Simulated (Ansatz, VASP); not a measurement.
## Os in VASP and in Ansatz

INCAR

```
PREC = Accurate
ENCUT = 600
EDIFF = 1E-6
ISMEAR = 0
SIGMA = 0.05
LREAL = F
LASPH = T
NELM = 80
ALGO = Normal
ISIF = 3
LWAVE = F
LCHARG = F
GGA = PE
IBRION = 2
NSW = 80
EDIFFG = -0.03
```

KPOINTS

```
Automatic mesh
0
Gamma
  8 8 6
```

POSCAR

```
Os
1.0
    2.7400000000      0.0000000000      0.0000000000
   -1.3700000000      2.3729096064      0.0000000000
    0.0000000000      0.0000000000      4.3264600000
Os
2
Direct
    0.3333333333      0.6666666667      0.7500000000
    0.6666666667      0.3333333333      0.2500000000
```

Input for Ansatz:

```yaml
crystal:
  lattice:
    - [2.74, 0.0, 0.0]
    - [-1.37, 2.3729096064, 0.0]
    - [0.0, 0.0, 4.32646]
  atoms:
    - { symbol: Os, position: [0.3333333333, 0.6666666667, 0.75] }
    - { symbol: Os, position: [0.6666666667, 0.3333333333, 0.25] }
basis:
  ecutwfc: 420
  ecutrho_ratio: 4
kpoints:
  mp_grid: { grid: [8, 8, 6] }
hamiltonian:
  xc: pbe
scf:
  occupations: { method: gaussian, width: 0.05 }
output:
  forces: true
  stress: true
  eigenvalues: true
relax:
  f_tol: 0.03
  max_steps: 60
  cell: { stress_tol: 0.3 }
```

Alike in both runs: task relaxation of cell and atoms; functional PBE; k mesh 8 × 8 × 6; occupations gaussian, width 0.05 eV; no spin polarisation.

```csv
,VASP,Ansatz
version,VASP 6.6.1,Ansatz 0.2.0
potentials or method,"VASP PAW PBE potentials, release 64 (Os), cutoff 600 eV","scalar-relativistic, plane waves, PAW"
valence electrons in the cell,16,32
```

|  | VASP | Ansatz | Ansatz less VASP |
| --- | --- | --- | --- |
| gap on the k mesh at the Fermi level, each at its own relaxed structure (eV) | none | none | - |
| relaxed volume (Å³/atom) | 14.27 | 14.27 | +0.002 |
| relaxed length of the cell vector where the two differ most in proportion (Å) | 4.361 | 4.362 | +0.0012 |

A gap of «none» marks a metal or a gap that the smearing closes. VASP's potentials hold 16 valence electrons a cell and Ansatz's 32, so a difference there can come from the potentials and not from the codes.

Neither program's run includes spin-orbit coupling.
